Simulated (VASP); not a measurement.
# ScSi3 (Pm-3m) in VASP: notebook

The runs below take ScSi3 through single point, with PBE.

Program: VASP 6.6.1. These are calculated values, not measurements. Logs are shortened: lines on timing, memory, paths and dates and some standing lists are left out, and cuts for length are marked.

## (1) The cell of the first run

The structure is cubic, space group Pm-3m (No. 221). Conventional cell: a = 3.891 Å, b = 3.891 Å, c = 3.891 Å, α = 90.00°, β = 90.00°, γ = 90.00°. Sc (site symmetry m-3m) has 12 Si at 2.75 Å within 3.6 Å. Within 3.6 Å of Si (site symmetry 4/mmm) lie 4 Sc at 2.75 Å and 8 Si at 2.75 Å.

## (2) Single point, PBE (volume scaled by 0.945)

File INCAR:

```
SYSTEM = ScSi3
ALGO = Normal
EDIFF = 1E-7
ENCUT = 520
GGA = PE
ISIF = 2
ISMEAR = 0
LASPH = .True.
LCHARG = .False.
LREAL = .False.
LWAVE = .False.
NBANDS = 20
NELM = 60
PREC = Accurate
SIGMA = 0.05
```

File KPOINTS:

```
k-points
0
Gamma
  8 8 8
  0 0 0
```

File POSCAR:

```
ScSi3
1.0
    3.8914763845      0.0000000000      0.0000000000
    0.0000000000      3.8914763845      0.0000000000
    0.0000000000      0.0000000000      3.8914763845
Sc Si
1 3
Direct
    0.0000000000      0.0000000000      0.0000000000
    0.0000000000      0.5000000000      0.5000000000
    0.5000000000      0.5000000000      0.0000000000
    0.5000000000      0.0000000000      0.5000000000
```

Potentials or basis: VASP PAW PBE potentials, release 64 (Sc_sv, Si).

Run with:

```console
cat potpaw_PBE.64/Sc_sv/POTCAR potpaw_PBE.64/Si/POTCAR > POTCAR
mpirun -np 1 vasp_std > vasp.out
```

OUTCAR:

```text
SYSTEM = ScSi3
   EDIFF = 1E-7
   ENCUT = 520
   GGA = PE
   ISIF = 2
   ISMEAR = 0
   LASPH = .True.
   LREAL = .False.
   NELM = 60
   PREC = Accurate

 ion  position               nearest neighbor table
   1  0.000  0.000  0.000-   2 2.75   3 2.75   4 2.75   2 2.75   4 2.75   2 2.75   3 2.75   2 2.75
                             3 2.75   4 2.75   4 2.75   3 2.75
   2  0.000  0.500  0.500-   1 2.75   3 2.75   4 2.75   1 2.75   3 2.75   1 2.75   4 2.75   1 2.75
                             3 2.75   4 2.75   3 2.75   4 2.75
   3  0.500  0.500  0.000-   1 2.75   2 2.75   4 2.75   2 2.75   4 2.75   1 2.75   4 2.75   4 2.75
                             1 2.75   2 2.75   2 2.75   1 2.75
   4  0.500  0.000  0.500-   1 2.75   2 2.75   3 2.75   1 2.75   3 2.75   2 2.75   3 2.75   3 2.75
                             1 2.75   2 2.75   1 2.75   2 2.75

  LATTYP: Found a simple cubic cell.
 ALAT       =     3.8914763845

  Lattice vectors:

 A1 = (   3.8914763845,   0.0000000000,   0.0000000000)
 A2 = (   0.0000000000,   3.8914763845,   0.0000000000)
 A3 = (   0.0000000000,   0.0000000000,   3.8914763845)

Analysis of symmetry for initial positions (statically):
=====================================================================
 Subroutine PRICEL returns:
 Original cell was already a primitive cell.

 Routine SETGRP: Setting up the symmetry group for a
 simple cubic supercell.

 Subroutine GETGRP returns: Found 48 space group operations
[... 9 lines left out ...]

 Routine SETGRP: Setting up the symmetry group for a
 simple cubic supercell.

 Subroutine GETGRP returns: Found 48 space group operations
[... 11 lines left out ...]
                                     Primitive cell

  volume of cell :      58.9309

  direct lattice vectors                    reciprocal lattice vectors
     3.891476385  0.000000000  0.000000000     0.256971879  0.000000000  0.000000000
     0.000000000  3.891476385  0.000000000     0.000000000  0.256971879  0.000000000
     0.000000000  0.000000000  3.891476385     0.000000000  0.000000000  0.256971879

  length of vectors
     3.891476385  3.891476385  3.891476385     0.256971879  0.256971879  0.256971879

  position of ions in fractional coordinates (direct lattice)
     0.000000000  0.000000000  0.000000000
     0.000000000  0.500000000  0.500000000
     0.500000000  0.500000000  0.000000000
     0.500000000  0.000000000  0.500000000

  ion indices of the primitive-cell ions
   primitive index   ion index
                 1           1
                 2           2
                 3           3
                 4           4

----------------------------------------------------------------------------------------

 KPOINTS: k-points

Automatic generation of k-mesh.
 Grid dimensions read from file:
 generate k-points for:    8    8    8

 Generating k-lattice:

  Cartesian coordinates                     Fractional coordinates (reciprocal lattice)
     0.032121485  0.000000000  0.000000000     0.125000000  0.000000000  0.000000000
     0.000000000  0.032121485  0.000000000     0.000000000  0.125000000  0.000000000
     0.000000000  0.000000000  0.032121485     0.000000000  0.000000000  0.125000000

  Length of vectors
     0.032121485  0.032121485  0.032121485

  Shift w.r.t. Gamma in fractional coordinates (k-lattice)
     0.000000000  0.000000000  0.000000000

 Subroutine IBZKPT returns following result:
 ===========================================

 Found     35 irreducible k-points:

 Following reciprocal coordinates:
            Coordinates               Weight
  0.000000  0.000000  0.000000      1.000000
  0.125000  0.000000  0.000000      6.000000
  0.250000  0.000000  0.000000      6.000000
  0.375000  0.000000  0.000000      6.000000
  0.500000  0.000000  0.000000      3.000000
  0.125000  0.125000  0.000000     12.000000
[... 16 lines left out ...]
  0.375000  0.375000  0.125000     24.000000
  0.500000  0.375000  0.125000     24.000000
 [... further k-points ...]
   k-points           NKPTS =     35   k-points in BZ     NKDIM =     35   number of bands    NBANDS=     20
   number of dos      NEDOS =    301   number of ions     NIONS =      4
   total plane-waves  NPLWV =  27000
   dimension x,y,z NGX =    30 NGY =   30 NGZ =   30
   dimension x,y,z NGXF=    60 NGYF=   60 NGZF=   60
   ions per type =               1   3
   NGX,Y,Z   is equivalent  to a cutoff of  12.82, 12.82, 12.82 a.u.
   NGXF,Y,Z  is equivalent  to a cutoff of  25.63, 25.63, 25.63 a.u.
 SYSTEM =  ScSi3
   PREC   = accura    normal or accurate (medium, high low for compatibility)
   ISTART =      0    job   : 0-new  1-cont  2-samecut
   ICHARG =      2    charge: 1-file 2-atom 10-const
   ISPIN  =      1    spin polarized calculation?
   LNONCOLLINEAR =      F non collinear calculations
   LSORBIT =      F    spin-orbit coupling
   LASPH  =      T    aspherical Exc in radial PAW
   ENCUT  =  520.0 eV  38.22 Ry    6.18 a.u.   7.24  7.24  7.24*2*pi/ulx,y,z
   NELM   =     60;   NELMIN=  2; NELMDL= -5     # of ELM steps
   EDIFF  = 0.1E-06   stopping-criterion for ELM
   LREAL  =      F    real-space projection
   EDIFFG = 0.1E-05   stopping-criterion for IOM
   NSW    =      0    number of steps for IOM
   IBRION =     -1    ionic relax: 0-MD 1-quasi-New 2-CG
   NFREE  =      0    steps in history (QN), initial steepest desc. (CG)
   ISIF   =      2    stress and relaxation
   ISYM   =      2    0-nonsym 1-usesym 2-fastsym
   POTIM  = 0.5000    time-step for ionic-motion
   TEBEG  =    0.0;   TEEND  =   0.0 temperature during run
   PSTRESS=    0.0 pullay stress
   NELECT =      23.0000    total number of electrons
   NUPDOWN=      -1.0000    fix difference up-down
   EMIN   =  10.00;   EMAX   =-10.00  energy-range for DOS
   EFERMI =   0.00;   METHOD = LEGACY
   ISMEAR =     0;   SIGMA  =   0.05  broadening in eV -4-tet -1-fermi 0-gaus
   EFERMI_NEDOS =   21; number of points for ismear=-14 and -15
   IALGO  =     38    algorithm
   IMIX   =      4    mixing-type and parameters
     AMIX     =   0.40;   BMIX     =  1.00
     AMIX_MAG =   1.60;   BMIX_MAG =  1.00
  volume/ion in A,a.u.               =      14.73        99.42
  Fermi-wavevector in a.u.,A,eV,Ry     =   1.196382  2.260833 19.474411  1.431329
  Thomas-Fermi vector in A             =   2.332323
   LORBIT       =      0    0 simple, 1 ext, 2 COOP (PROOUT), +10 PAW based schemes
   GGA     = PE    functional components
   LHFCALC =     F    Hartree Fock is set to
   AEXX    =    0.0000 exact exchange contribution
   IVDW    =     0    specifies the selected vdW correction
   LEPSILON=     F    determine dielectric tensor
   LRPA    =     F    only Hartree local field effects (RPA)
 non-spin polarized calculation
 Gauss-broadening in eV      SIGMA  =   0.05
  energy-cutoff  :      520.00
  volume of cell :       58.93
 maximum number of plane-waves:      1622
 NGX is ok and might be reduce to    30
   NGX = 15   NGY = 15   NGZ = 15

 number of electron      22.9999991 magnetization

 Free energy of the ion-electron system (eV)
  ---------------------------------------------------
  ext. energy  EPLUGINS =         0.00000000
  ---------------------------------------------------
  free energy    TOTEN  =       -23.26801687 eV

  energy without entropy =      -23.26688658  energy(sigma->0) =      -23.26745173

 E-fermi :   9.4479     XC(G=0): -11.3739

 val. band max:        9.4208482591   @ k =   0.3750   0.1250   0.1250
 cond. band min:       9.6162910069   @ k =   0.5000   0.1250   0.1250
 fundamental gap:      0.1954427478
 Fermi energy:         9.4478959219

 k-point     1 :       0.0000    0.0000    0.0000
  band No.  band energies     occupation
      1     -39.7014      2.00000
      2     -18.4305      2.00000
      3     -18.4305      2.00000
      4     -18.4305      2.00000
      5      -3.7975      2.00000
      6       4.2159      2.00000
[... 12 lines left out ...]
     19      12.6403      0.00000
     20      16.1758      0.00000

 k-point     2 :       0.1250    0.0000    0.0000
  band No.  band energies     occupation
      1     -39.7009      2.00000
      2     -18.4404      2.00000
      3     -18.4296      2.00000
      4     -18.4296      2.00000
      5      -3.6418      2.00000
      6       3.0934      2.00000
[... 12 lines left out ...]
     19      14.0516      0.00000
     20      15.1325      0.00000

 k-point     3 :       0.2500    0.0000    0.0000
  band No.  band energies     occupation
      1     -39.6999      2.00000
      2     -18.4641      2.00000
      3     -18.4274      2.00000
      4     -18.4274      2.00000
      5      -3.1855      2.00000
      6       1.5434      2.00000
[... 12 lines left out ...]
     19      14.4494      0.00000
     20      14.7605      0.00000

 k-point     4 :       0.3750    0.0000    0.0000
  band No.  band energies     occupation
      1     -39.6988      2.00000
      2     -18.4876      2.00000
      3     -18.4253      2.00000
      4     -18.4253      2.00000
      5      -2.4751      2.00000
      6       0.1283      2.00000
[... 12 lines left out ...]
     19      15.7966      0.00000
     20      15.8099      0.00000

 k-point     5 :       0.5000    0.0000    0.0000
  band No.  band energies     occupation
      1     -39.6984      2.00000
      2     -18.4974      2.00000
      3     -18.4244      2.00000
      4     -18.4244      2.00000
      5      -1.8723      2.00000
      6      -0.7148      2.00000
[... 12 lines left out ...]
     19      15.9397      0.00000
     20      15.9764      0.00000
[... 353 lines left out ...]
      6       0.7507      2.00000
[... 12 lines left out ...]
     19      14.7729      0.00000
     20      15.5988      0.00000

 k-point    22 :       0.5000    0.2500    0.1250
  band No.  band energies     occupation
      1     -39.6966      2.00000
      2     -18.4901      2.00000
      3     -18.4542      2.00000
      4     -18.4302      2.00000
      5      -1.2714      2.00000
      6      -0.0115      2.00000
[... 12 lines left out ...]
     19      14.8577      0.00000
     20      15.8705      0.00000

 k-point    23 :       0.3750    0.3750    0.1250
  band No.  band energies     occupation
      1     -39.6961      2.00000
      2     -18.4779      2.00000
      3     -18.4765      2.00000
      4     -18.4289      2.00000
      5      -1.1935      2.00000
      6       1.1508      2.00000
[... 12 lines left out ...]
     19      14.6630      0.00000
     20      15.0632      0.00000

 k-point    24 :       0.5000    0.3750    0.1250
  band No.  band energies     occupation
      1     -39.6956      2.00000
      2     -18.4861      2.00000
      3     -18.4756      2.00000
      4     -18.4279      2.00000
      5      -0.7074      2.00000
      6       0.5563      2.00000
[... 12 lines left out ...]
     19      15.2360      0.00000
     20      15.5697      0.00000

 [... further k-points ...]
[... 5 lines left out ...]
  --------------------------------------------------------------------------------------
  -------------------------------------------------------------------------------------
  Total        2.3473167      2.3473167      2.3473167      0.0000000      0.0000000      0.0000000
  in kB       63.8173961     63.8173961     63.8173961      0.0000000      0.0000000      0.0000000
  external PRESSURE =      63.8173961 kB  Pullay stress =       0.0000000 kB

 VOLUME and BASIS-vectors are now :
 -----------------------------------------------------------------------------
  energy-cutoff  :      520.00
  volume of cell :       58.93
      direct lattice vectors                 reciprocal lattice vectors
     3.891476385  0.000000000  0.000000000     0.256971879  0.000000000  0.000000000
     0.000000000  3.891476385  0.000000000     0.000000000  0.256971879  0.000000000
     0.000000000  0.000000000  3.891476385     0.000000000  0.000000000  0.256971879

 POSITION                                       TOTAL-FORCE (eV/Angst)
 -----------------------------------------------------------------------------------
      0.00000      0.00000      0.00000         0.000000      0.000000      0.000000
      0.00000      1.94574      1.94574         0.000000      0.000000      0.000000
      1.94574      1.94574      0.00000         0.000000      0.000000      0.000000
      1.94574      0.00000      1.94574         0.000000      0.000000      0.000000
 -----------------------------------------------------------------------------------
    total drift:                                0.000000     -0.000000      0.000000

  FREE ENERGIE OF THE ION-ELECTRON SYSTEM (eV)
  ---------------------------------------------------
  free  energy   TOTEN  =       -23.2680168733 eV

  energy  without entropy=      -23.2668865822  energy(sigma->0) =      -23.26745173
```

It took 21 s on 1 thread of Intel Xeon Platinum 8559C (Emerald Rapids), shared host; peak memory 0.18 GiB.

Results:

```yaml
Free_energy: -23.2680 eV
Pressure: 6.4 GPa
```

Caveat: the cell differs from its parent crystal (volume scaled by 0.945).

## (3) Single point, PBE (volume scaled by 0.960)

File INCAR:

```
SYSTEM = ScSi3
PREC     = Accurate       ! precision mode
ENCUT    = 520            ! plane-wave cutoff, eV
EDIFF    = 1E-6           ! SCF threshold, eV
ISMEAR   = 0              ! smearing method
SIGMA    = 0.05           ! smearing width, eV
LREAL    = .False.        ! projectors in reciprocal space
LASPH    = .True.         ! aspherical terms in the spheres
NELM     = 80             ! most SCF steps
ALGO     = Normal         ! electronic algorithm
ISIF     = 2              ! what is computed and relaxed
LWAVE    = .False.        ! write WAVECAR
LCHARG   = .True.         ! write CHGCAR
GGA      = PE             ! functional
LELF     = .True.         ! ELF
LVHAR    = .True.       
NBANDS   = 20             ! bands
```

File KPOINTS:

```
regular mesh
0
Gamma
  8 8 8
  0 0 0
```

File POSCAR:

```
ScSi3
1.0
    3.9119582164      0.0000000000      0.0000000000
    0.0000000000      3.9119582164      0.0000000000
    0.0000000000      0.0000000000      3.9119582164
Sc Si
1 3
Direct
    0.0000000000      0.0000000000      0.0000000000
    0.0000000000      0.5000000000      0.5000000000
    0.5000000000      0.5000000000      0.0000000000
    0.5000000000      0.0000000000      0.5000000000
```

Potentials or basis: VASP PAW PBE potentials, release 64 (Sc_sv, Si).

Run with:

```console
cat potpaw_PBE.64/Sc_sv/POTCAR potpaw_PBE.64/Si/POTCAR > POTCAR
mpirun -np 1 vasp_std > vasp.out
```

Run time: 19 s. Hardware: 1 thread of Intel Xeon Platinum 8559C (Emerald Rapids), shared host; peak memory 0.18 GiB.

It converged, with:

* Free energy: -23.3000 eV
* Pressure: 4.5 GPa

Levels at points of the mesh, in eV from the Fermi level:
| k point | band 7 | band 8 | band 9 | band 10 | band 11 | band 12 | band 13 | band 14 | band 15 | band 16 |
| --- | --- | --- | --- | --- | --- | --- | --- | --- | --- | --- |
| (0.00, 0.00, 0.00) | -5.22 | -4.05 | -4.05 | -4.05 | 0.63 | 0.77 | 0.77 | 0.77 | 2.81 | 2.81 |
| (0.50, 0.00, 0.00) | -3.73 | -3.73 | -3.05 | -2.94 | -0.83 | -0.83 | -0.02 | 1.23 | 1.31 | 3.02 |
| (0.50, 0.50, 0.00) | -8.58 | -6.23 | -2.16 | -2.16 | -0.88 | -0.49 | 1.23 | 1.23 | 1.83 | 2.13 |
| (0.50, 0.50, 0.50) | -7.95 | -6.86 | -4.90 | -4.90 | -4.90 | 0.72 | 2.42 | 2.42 | 3.59 | 3.59 |

Caveat: the cell differs from its parent crystal (volume scaled by 0.960).

## (4) Single point, PBE (volume scaled by 0.980)

File INCAR:

```
PREC = Accurate
ENCUT = 520
EDIFF = 1E-6
ISMEAR = 0
SIGMA = 0.05
LREAL = F
LASPH = T
NELM = 60
ALGO = Normal
ISIF = 2
LWAVE = F
LCHARG = T
GGA = PE
LELF = T
LVHAR = T
NBANDS = 20
```

File KPOINTS:

```
Automatic mesh
0
Gamma
  8 8 8
```

File POSCAR:

```
ScSi3
1.0
    3.9389380912      0.0000000000      0.0000000000
    0.0000000000      3.9389380912      0.0000000000
    0.0000000000      0.0000000000      3.9389380912
Sc Si
1 3
Direct
    0.0000000000      0.0000000000      0.0000000000
    0.0000000000      0.5000000000      0.5000000000
    0.5000000000      0.5000000000      0.0000000000
    0.5000000000      0.0000000000      0.5000000000
```

Run with:

```console
cat potpaw_PBE.64/Sc_sv/POTCAR potpaw_PBE.64/Si/POTCAR > POTCAR
mpirun -np 1 vasp_std > vasp.out
```

Run time: 21 s. Hardware: 1 thread of Intel Xeon Platinum 8559C (Emerald Rapids), shared host; peak memory 0.18 GiB.

The run converged. Its results:

```yaml
Free_energy: -23.3263 eV
Pressure: 2.2 GPa
```

Levels at points of the mesh, in eV from the Fermi level:
```tsv
k point	band 7	band 8	band 9	band 10	band 11	band 12	band 13	band 14	band 15	band 16
(0.00, 0.00, 0.00)	-5.21	-4.00	-4.00	-4.00	0.66	0.77	0.77	0.77	2.73	2.73
(0.50, 0.00, 0.00)	-3.67	-3.67	-3.15	-2.88	-0.84	-0.84	0.00	1.21	1.23	2.94
(0.50, 0.50, 0.00)	-8.53	-6.15	-2.12	-2.12	-0.86	-0.52	1.17	1.17	1.78	2.07
(0.50, 0.50, 0.50)	-7.90	-6.74	-4.86	-4.86	-4.86	0.68	2.36	2.36	3.48	3.48
```

Caveat: the cell differs from its parent crystal (volume scaled by 0.980).

## (5) Single point, PBE

This run uses another cell than the first one, of 15.59 Å³/atom, 1.058 times its volume.

File INCAR:

```
ALGO     = Normal         # electronic algorithm
EDIFF    = 1E-7           # SCF threshold, eV
ENCUT    = 520            # plane-wave cutoff, eV
GGA      = PE             # functional
ISIF     = 2              # what is computed and relaxed
ISMEAR   = 0              # smearing method
LASPH    = True           # aspherical terms in the spheres
LCHARG   = False          # write CHGCAR
LREAL    = False          # projectors in reciprocal space
LWAVE    = False          # write WAVECAR
NBANDS   = 20             # bands
NELM     = 100            # most SCF steps
PREC     = Accurate       # precision mode
SIGMA    = 0.05           # smearing width, eV
```

File KPOINTS:

```
k-points
0
Gamma
  8 8 8
```

File POSCAR:

```
ScSi3
1.0
    3.9655533451      0.0000000000      0.0000000000
    0.0000000000      3.9655533451      0.0000000000
    0.0000000000      0.0000000000      3.9655533451
Sc Si
1 3
Direct
    0.0000000000      0.0000000000      0.0000000000
    0.0000000000      0.5000000000      0.5000000000
    0.5000000000      0.5000000000      0.0000000000
    0.5000000000      0.0000000000      0.5000000000
```

Run with:

```console
cat potpaw_PBE.64/Sc_sv/POTCAR potpaw_PBE.64/Si/POTCAR > POTCAR
mpirun -np 1 vasp_std > vasp.out
```

It took 22 s on 1 thread of Intel Xeon Platinum 8559C (Emerald Rapids), shared host; peak memory 0.18 GiB.

Results (log left out):

```yaml
Free_energy: -23.3357 eV
Pressure: 0.1 GPa
```

Levels at points of the mesh, in eV from the Fermi level:
```csv
k point,band 7,band 8,band 9,band 10,band 11,band 12,band 13,band 14,band 15,band 16
"(0.00, 0.00, 0.00)",-5.20,-3.96,-3.96,-3.96,0.68,0.76,0.76,0.76,2.66,2.66
"(0.50, 0.00, 0.00)",-3.61,-3.61,-3.24,-2.82,-0.84,-0.84,0.01,1.15,1.19,2.87
"(0.50, 0.50, 0.00)",-8.48,-6.07,-2.09,-2.09,-0.83,-0.54,1.10,1.10,1.74,2.01
"(0.50, 0.50, 0.50)",-7.85,-6.63,-4.81,-4.81,-4.81,0.64,2.30,2.30,3.37,3.37
```

## (6) The runs side by side

| cell | gap on the mesh (eV) | pressure (GPa) |
| --- | --- | --- |
| a = 3.891 Å, 4 atoms | none | 6.4 |
| a = 3.912 Å, 4 atoms | none | 4.5 |
| a = 3.939 Å, 4 atoms | none | 2.2 |
| a = 3.966 Å, 4 atoms | none | 0.1 |

Alike in all rows: task single point; level PBE; potentials or basis VASP PAW PBE potentials, release 64 (Sc_sv, Si); no spin polarisation; k mesh 8 × 8 × 8; cutoff (eV) 520; smearing gaussian 0.05 eV.

Absolute energies hang on the potentials; compare differences alone.
